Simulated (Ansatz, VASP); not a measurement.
# One calculation of SnO2, two programs

```
CELL_PARAMETERS angstrom
4.82779 0.00000 0.00000
0.00000 4.82781 0.00000
0.00000 0.00000 3.23790
ATOMIC_POSITIONS crystal
Sn 0.49803 0.49746 0.50000
Sn 0.00197 0.99746 0.00000
O 0.29870 0.31606 0.00000
O 0.81443 0.20279 0.50000
O 0.20129 0.81605 0.50000
O 0.68556 0.70280 0.00000
```

Change from the starting cell: mode 4 frozen in at +0.000 Å and mode 7 at -0.059 Å (largest displacements).

Alike in both runs: task single point; functional PBE; k mesh 6 × 6 × 8; occupations gaussian, width 0.05 eV; no spin polarisation.

|  | VASP | Ansatz |
| --- | --- | --- |
| version | VASP 6.6.1 | Ansatz 0.2.0 |
| potentials or method | VASP PAW PBE potentials, release 64 (Sn_d, O), cutoff 520 eV | scalar-relativistic, plane waves, PAW |
| valence electrons in the cell | 52 | 52 |

Ansatz gave:

* gap on the k mesh at the Fermi level (eV): 0.69
* least direct gap on the mesh (eV): 0.69
* pressure (GPa): 0.0
* traceless stress, the component that is largest in VASP (GPa): 0.12
* rms of the force components (eV/Å): 0.135

**Question.** What did VASP give for the same quantities?

**Answer.** gap on the k mesh at the Fermi level (eV): 0.68; least direct gap on the mesh (eV): 0.68; pressure (GPa): 0.5; traceless stress, the component that is largest in VASP (GPa): 0.34; rms of the force components (eV/Å): 0.136.

Atom by atom the forces differ by 0.010 eV/Å (rms over components). Ansatz's warnings: structure snapped to symmetry.
